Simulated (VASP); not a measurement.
# WS2 in VASP: single point with PBE

Aim: the single point of WS2 with PBE.

Everything below comes from runs of VASP 6.6.1. Logs are shortened: lines on timing, memory, paths and dates and some standing lists are left out, and cuts for length are marked.

### 1 The cell of the first run

The typed cell holds 6 atoms: a = 3.188 Å, b = 3.188 Å, c = 14.979 Å, α = 89.72°, β = 89.50°, γ = 120.00°.

### 2 Single point, PBE

The input, INCAR:

```
SYSTEM = WS2
PREC = Accurate
ENCUT = 520
EDIFF = 1E-7
ISMEAR = 0
SIGMA = 0.05
LREAL = .FALSE.
LASPH = .TRUE.
NELM = 60
ALGO = Normal
ISIF = 2
LWAVE = .FALSE.
LCHARG = .FALSE.
GGA = PE
NBANDS = 35
```

The input, KPOINTS:

```
regular mesh
0
G
  12 12 2
  0 0 0
```

The input, POSCAR:

```
WS2
1.0
    3.1879444794     -0.0001390291      0.0141957791
   -1.5940451886      2.7608423631      0.0082077952
    0.0629320625      0.0776612237     14.9785898175
W S
2 4
Direct
    0.3338757458      0.6678588937      0.2505034959
    0.6661439057      0.3321461438      0.7494981405
    0.3400886182      0.6715782308      0.6445893539
    0.6745762839      0.3406469569      0.1455975218
    0.3254493364      0.6593415921      0.8543997507
    0.6598661099      0.3284281827      0.3554117373
```

Potentials or basis: VASP PAW PBE potentials, release 64 (W_sv, S).

Started as:

```
$ cat potpaw_PBE.64/W_sv/POTCAR potpaw_PBE.64/S/POTCAR > POTCAR
$ mpirun -np 1 vasp_std > vasp.out
```

OUTCAR:

```text
SYSTEM = WS2
   PREC = Accurate
   ENCUT = 520
   EDIFF = 1E-7
   ISMEAR = 0
   LREAL = .FALSE.
   LASPH = .TRUE.
   NELM = 60
   ISIF = 2
   GGA = PE

 ion  position               nearest neighbor table
   1  0.334  0.668  0.251-   4 2.42   6 2.42   4 2.42   6 2.42   6 2.42   4 2.42
   2  0.666  0.332  0.749-   5 2.42   3 2.42   5 2.42   5 2.42   3 2.42   3 2.42
   3  0.340  0.672  0.645-   2 2.42   2 2.42   2 2.42
   4  0.675  0.341  0.146-   1 2.42   1 2.42   1 2.42
   5  0.325  0.659  0.854-   2 2.42   2 2.42   2 2.42
   6  0.660  0.328  0.355-   1 2.42   1 2.42   1 2.42

  LATTYP: Found a triclinic cell.
 ALAT       =     3.1878675894
 B/A-ratio  =     1.0000340351
 C/A-ratio  =     4.6987282021
 COS(alpha) =     0.0086539200
 COS(beta)  =     0.0136182135
 COS(gamma) =     0.4999777462

  Lattice vectors:

 A1 = (  -1.5938992908,  -2.7607033340,  -0.0224035743)
 A2 = (  -3.1879444794,   0.0001390291,  -0.0141957791)
 A3 = (  -0.0629320625,  -0.0776612237, -14.9785898175)

Analysis of symmetry for initial positions (statically):
=====================================================================
 Subroutine PRICEL returns:
 Original cell was already a primitive cell.

 Routine SETGRP: Setting up the symmetry group for a
 triclinic supercell.

 Subroutine GETGRP returns: Found  1 space group operations
 (whereof  1 operations were pure point group operations)
 out of a pool of  2 trial point group operations.

The static configuration has the point symmetry C_1 .

Analysis of symmetry for dynamics (positions and initial velocities):
=====================================================================
 Subroutine PRICEL returns:
 Original cell was already a primitive cell.

 Routine SETGRP: Setting up the symmetry group for a
 triclinic supercell.

 Subroutine GETGRP returns: Found  1 space group operations
 (whereof  1 operations were pure point group operations)
 out of a pool of  2 trial point group operations.

The dynamic configuration has the point symmetry C_1 .

 Subroutine INISYM returns: Found  1 space group operations
 (whereof  1 operations are pure point group operations),
 and found     1 'primitive' translations

----------------------------------------------------------------------------------------

                                     Primitive cell

  volume of cell :     131.8232

  direct lattice vectors                    reciprocal lattice vectors
     3.187944479 -0.000139029  0.014195779     0.313699699  0.181129509 -0.002257122
    -1.594045189  2.760842363  0.008207795     0.000024161  0.362227827 -0.001878186
     0.062932062  0.077661224 14.978589817    -0.000297318 -0.000370153  0.066765127

  length of vectors
     3.187976089  3.187992783 14.978923347     0.362243695  0.362232697  0.066766815

  position of ions in fractional coordinates (direct lattice)
     0.333875746  0.667858894  0.250503496
     0.666143906  0.332146144  0.749498141
     0.340088618  0.671578231  0.644589354
     0.674576284  0.340646957  0.145597522
     0.325449336  0.659341592  0.854399751
     0.659866110  0.328428183  0.355411737

  ion indices of the primitive-cell ions
   primitive index   ion index
                 1           1
                 2           2
                 3           3
                 4           4
                 5           5
                 6           6

----------------------------------------------------------------------------------------

 KPOINTS: regular mesh

Automatic generation of k-mesh.
 Grid dimensions read from file:
 generate k-points for:   12   12    2

 Generating k-lattice:

  Cartesian coordinates                     Fractional coordinates (reciprocal lattice)
     0.026141642  0.015094126 -0.000188094     0.083333333 -0.000000000 -0.000000000
     0.000002013  0.030185652 -0.000156515    -0.000000000  0.083333333  0.000000000
    -0.000148659 -0.000185076  0.033382564    -0.000000000  0.000000000  0.500000000

  Length of vectors
     0.030186975  0.030186058  0.033383408

  Shift w.r.t. Gamma in fractional coordinates (k-lattice)
     0.000000000  0.000000000  0.000000000

 Subroutine IBZKPT returns following result:
 ===========================================

 Found    148 irreducible k-points:

 Following reciprocal coordinates:
            Coordinates               Weight
  0.000000  0.000000  0.000000      1.000000
  0.083333  0.000000  0.000000      2.000000
  0.166667 -0.000000  0.000000      2.000000
  0.250000  0.000000  0.000000      2.000000
  0.333333  0.000000  0.000000      2.000000
  0.416667  0.000000  0.000000      2.000000
[... 16 lines left out ...]
  0.250000  0.166667 -0.000000      2.000000
  0.333333  0.166667  0.000000      2.000000
 [... further k-points ...]
   k-points           NKPTS =    148   k-points in BZ     NKDIM =    148   number of bands    NBANDS=     35
   number of dos      NEDOS =    301   number of ions     NIONS =      6
   total plane-waves  NPLWV =  64512
   dimension x,y,z NGX =    24 NGY =   24 NGZ =  112
   dimension x,y,z NGXF=    48 NGYF=   48 NGZF=  224
   ions per type =               2   4
   NGX,Y,Z   is equivalent  to a cutoff of  12.52, 12.52, 12.43 a.u.
   NGXF,Y,Z  is equivalent  to a cutoff of  25.03, 25.03, 24.86 a.u.
 SYSTEM =  WS2
   PREC   = accura    normal or accurate (medium, high low for compatibility)
   ISTART =      0    job   : 0-new  1-cont  2-samecut
   ICHARG =      2    charge: 1-file 2-atom 10-const
   ISPIN  =      1    spin polarized calculation?
   LNONCOLLINEAR =      F non collinear calculations
   LSORBIT =      F    spin-orbit coupling
   LASPH  =      T    aspherical Exc in radial PAW
   ENCUT  =  520.0 eV  38.22 Ry    6.18 a.u.   5.93  5.93 27.85*2*pi/ulx,y,z
   NELM   =     60;   NELMIN=  2; NELMDL= -5     # of ELM steps
   EDIFF  = 0.1E-06   stopping-criterion for ELM
   LREAL  =      F    real-space projection
   EDIFFG = 0.1E-05   stopping-criterion for IOM
   NSW    =      0    number of steps for IOM
   IBRION =     -1    ionic relax: 0-MD 1-quasi-New 2-CG
   NFREE  =      0    steps in history (QN), initial steepest desc. (CG)
   ISIF   =      2    stress and relaxation
   ISYM   =      2    0-nonsym 1-usesym 2-fastsym
   POTIM  = 0.5000    time-step for ionic-motion
   TEBEG  =    0.0;   TEEND  =   0.0 temperature during run
   PSTRESS=    0.0 pullay stress
   NELECT =      52.0000    total number of electrons
   NUPDOWN=      -1.0000    fix difference up-down
   EMIN   =  10.00;   EMAX   =-10.00  energy-range for DOS
   EFERMI =   0.00;   METHOD = LEGACY
   ISMEAR =     0;   SIGMA  =   0.05  broadening in eV -4-tet -1-fermi 0-gaus
   EFERMI_NEDOS =   21; number of points for ismear=-14 and -15
   IALGO  =     38    algorithm
   IMIX   =      4    mixing-type and parameters
     AMIX     =   0.40;   BMIX     =  1.00
     AMIX_MAG =   1.60;   BMIX_MAG =  1.00
  volume/ion in A,a.u.               =      21.97       148.26
  Fermi-wavevector in a.u.,A,eV,Ry     =   1.200638  2.268877 19.613223  1.441531
  Thomas-Fermi vector in A             =   2.336468
   LORBIT       =      0    0 simple, 1 ext, 2 COOP (PROOUT), +10 PAW based schemes
   GGA     = PE    functional components
   LHFCALC =     F    Hartree Fock is set to
   AEXX    =    0.0000 exact exchange contribution
   IVDW    =     0    specifies the selected vdW correction
   LEPSILON=     F    determine dielectric tensor
   LRPA    =     F    only Hartree local field effects (RPA)
 non-spin polarized calculation
 Gauss-broadening in eV      SIGMA  =   0.05
  energy-cutoff  :      520.00
  volume of cell :      131.82
 maximum number of plane-waves:      3580
   NGX = 11   NGY = 11   NGZ = 55

 number of electron      51.9999997 magnetization

 Free energy of the ion-electron system (eV)
  ---------------------------------------------------
  ext. energy  EPLUGINS =         0.00000000
  ---------------------------------------------------
  free energy    TOTEN  =       -47.36384147 eV

  energy without entropy =      -47.36384147  energy(sigma->0) =      -47.36384147

 E-fermi :   4.9114     XC(G=0):  -9.4428

 val. band max:        4.5951400893   @ k =   0.0000   0.0000   0.0000
 cond. band min:       6.2477094374   @ k =   0.3333   0.3333   0.5000
 fundamental gap:      1.6525693481
 Fermi energy:         4.9113704042

 k-point     1 :       0.0000    0.0000    0.0000
  band No.  band energies     occupation
      1     -69.6071      2.00000
      2     -69.6070      2.00000
      3     -33.8349      2.00000
      4     -33.8349      2.00000
      5     -33.6911      2.00000
      6     -33.6911      2.00000
[... 27 lines left out ...]
     34       7.4583      0.00000
     35       9.4596      0.00000

 k-point     2 :       0.0833    0.0000    0.0000
  band No.  band energies     occupation
      1     -69.6060      2.00000
      2     -69.6060      2.00000
      3     -33.8309      2.00000
      4     -33.8309      2.00000
      5     -33.7133      2.00000
      6     -33.7133      2.00000
[... 27 lines left out ...]
     34       7.5178      0.00000
     35       9.9365      0.00000

 k-point     3 :       0.1667   -0.0000    0.0000
  band No.  band energies     occupation
      1     -69.6030      2.00000
      2     -69.6030      2.00000
      3     -33.8200      2.00000
      4     -33.8200      2.00000
      5     -33.7736      2.00000
      6     -33.7736      2.00000
[... 27 lines left out ...]
     34       8.0071      0.00000
     35      10.7154      0.00000

 k-point     4 :       0.2500    0.0000    0.0000
  band No.  band energies     occupation
      1     -69.5990      2.00000
      2     -69.5989      2.00000
      3     -33.8550      2.00000
      4     -33.8550      2.00000
      5     -33.8051      2.00000
      6     -33.8051      2.00000
[... 27 lines left out ...]
     34       8.5166      0.00000
     35      11.0812      0.00000

 k-point     5 :       0.3333    0.0000    0.0000
  band No.  band energies     occupation
      1     -69.5949      2.00000
      2     -69.5949      2.00000
      3     -33.9353      2.00000
      4     -33.9353      2.00000
      5     -33.7902      2.00000
      6     -33.7902      2.00000
[... 638 lines left out ...]
 k-point    22 :       0.1667    0.1667    0.0000
  band No.  band energies     occupation
      1     -69.5969      2.00000
      2     -69.5969      2.00000
      3     -33.8801      2.00000
      4     -33.8801      2.00000
      5     -33.7977      2.00000
      6     -33.7977      2.00000
[... 27 lines left out ...]
     34       9.0301      0.00000
     35      11.6692      0.00000

 k-point    23 :       0.2500    0.1667   -0.0000
  band No.  band energies     occupation
      1     -69.5934      2.00000
      2     -69.5934      2.00000
      3     -33.9352      2.00000
      4     -33.9352      2.00000
      5     -33.7859      2.00000
      6     -33.7859      2.00000
[... 27 lines left out ...]
     34       9.3357      0.00000
     35      11.5987      0.00000

 k-point    24 :       0.3333    0.1667    0.0000
  band No.  band energies     occupation
      1     -69.5908      2.00000
      2     -69.5908      2.00000
      3     -33.9741      2.00000
      4     -33.9741      2.00000
      5     -33.8096      2.00000
      6     -33.8096      2.00000
[... 27 lines left out ...]
     34       9.3735      0.00000
     35      10.6320      0.00000

 [... further k-points ...]

------------------------ aborting loop because EDIFF is reached ----------------------------------------

  FORCE on cell =-STRESS in cart. coord.  units (eV):
  Direction    XX          YY          ZZ          XY          YZ          ZX
  --------------------------------------------------------------------------------------
  -------------------------------------------------------------------------------------
  Total       -0.0531721     -0.0518002     -0.0663971      0.0036566     -0.0004570      0.0014187
  in kB       -0.6462533     -0.6295786     -0.8069898      0.0444423     -0.0055539      0.0172434
  external PRESSURE =      -0.6942739 kB  Pullay stress =       0.0000000 kB

 VOLUME and BASIS-vectors are now :
 -----------------------------------------------------------------------------
  energy-cutoff  :      520.00
  volume of cell :      131.82
      direct lattice vectors                 reciprocal lattice vectors
     3.187944479 -0.000139029  0.014195779     0.313699699  0.181129509 -0.002257122
    -1.594045189  2.760842363  0.008207795     0.000024161  0.362227827 -0.001878186
     0.062932062  0.077661224 14.978589817    -0.000297318 -0.000370153  0.066765127

 POSITION                                       TOTAL-FORCE (eV/Angst)
 -----------------------------------------------------------------------------------
      0.01554      1.86326      3.76241         0.000773      0.000585      0.000501
      1.64134      0.97512     11.23861        -0.002469     -0.001018     -0.001673
      0.05422      1.90413      9.66538         0.001204      0.000044      0.001045
      1.61667      0.95169      2.19322        -0.001516     -0.000500      0.000293
      0.04026      1.88665     12.80774         0.001132      0.000955      0.000872
      1.60245      0.93425      5.33563         0.000876     -0.000066     -0.001038
 -----------------------------------------------------------------------------------
    total drift:                                0.000000     -0.000001     -0.000001

  FREE ENERGIE OF THE ION-ELECTRON SYSTEM (eV)
  ---------------------------------------------------
  free  energy   TOTEN  =       -47.3638414717 eV

  energy  without entropy=      -47.3638414717  energy(sigma->0) =      -47.36384147
```

It took 7.8 min on 1 thread of Intel Xeon Platinum 8488C (Sapphire Rapids), shared host; peak memory 0.62 GiB.

What came out:

| Item | Value |
| --- | --- |
| Free energy | -47.3638 eV |
| Pressure | -0.1 GPa |
| Largest force | 0.003 eV/Å |
| Band gap on the k mesh | 1.65 eV (least direct gap 1.80 eV) |

Forces on the atoms (eV/Å):
```
W    0.001  0.001  0.001
W   -0.002 -0.001 -0.002
S    0.001  0.000  0.001
S   -0.002 -0.001  0.000
S    0.001  0.001  0.001
S    0.001  0.000 -0.001
```

Levels at points of the mesh, in eV from the valence-band top:
```csv
k point,band 23,band 24,band 25,band 26,band 27,band 28,band 29,band 30
"(0.00, 0.00, 0.00)",-1.77,-1.77,-0.39,0.00,2.71,2.71,2.71,2.71
"(0.50, 0.00, 0.00)",-1.44,-1.43,-1.09,-1.08,2.67,2.68,3.09,3.15
"(0.00, 0.50, 0.00)",-1.44,-1.43,-1.09,-1.08,2.67,2.68,3.09,3.15
"(0.50, 0.50, 0.00)",-1.44,-1.43,-1.09,-1.08,2.67,2.68,3.09,3.15
"(0.00, 0.00, 0.50)",-1.77,-1.77,-0.17,-0.17,2.71,2.71,2.71,2.71
"(0.50, 0.00, 0.50)",-1.44,-1.44,-1.09,-1.08,2.67,2.67,3.12,3.12
"(0.00, 0.50, 0.50)",-1.44,-1.44,-1.09,-1.08,2.67,2.67,3.12,3.12
"(0.50, 0.50, 0.50)",-1.44,-1.44,-1.09,-1.08,2.67,2.67,3.12,3.12
```

Caveat: spin-orbit coupling is left out, which moves the levels of the heavy elements. A k mesh can miss the band edges.
